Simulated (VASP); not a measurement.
Crystal: NaF.

```xyz
4
Lattice="3.8681 0.0000 0.0000 -1.9340 3.3498 0.0000 0.0000 0.0000 4.5514" Properties=species:S:1:pos:R:3 pbc="T T T"
Na    0.0000    2.2332   -0.2845
Na    1.9340    1.1166    1.9912
F     0.0000    2.2332    1.9912
F     1.9340    1.1166    4.2669
```

Base run:

- Program: VASP 6.6.1
- Functional: PBE
- Potentials or basis: VASP PAW PBE potentials, release 64 (Na_pv, F)
- Cutoff: 520 eV
- k mesh: 12 × 12 × 6
- Occupations: fermi-dirac, width 0.02 eV
- Spin: no spin polarisation

Its results: band gap on the k mesh 5.68 eV; pressure 2.5 GPa.

Task: The run is repeated on the same cell with these changes: functional from PBE to r2SCAN; occupations from fermi-dirac, width 0.02 eV to gaussian, width 0.01 eV. What comes out?

Result: Band gap on the k mesh 6.35 eV; pressure -0.5 GPa.

Caveats: the structure was generated, so it needn't be the stable form of NaF; the PAW data sets were made with another functional, which shifts forces and pressure a little (at least some runs).

A k mesh can miss the band edges.
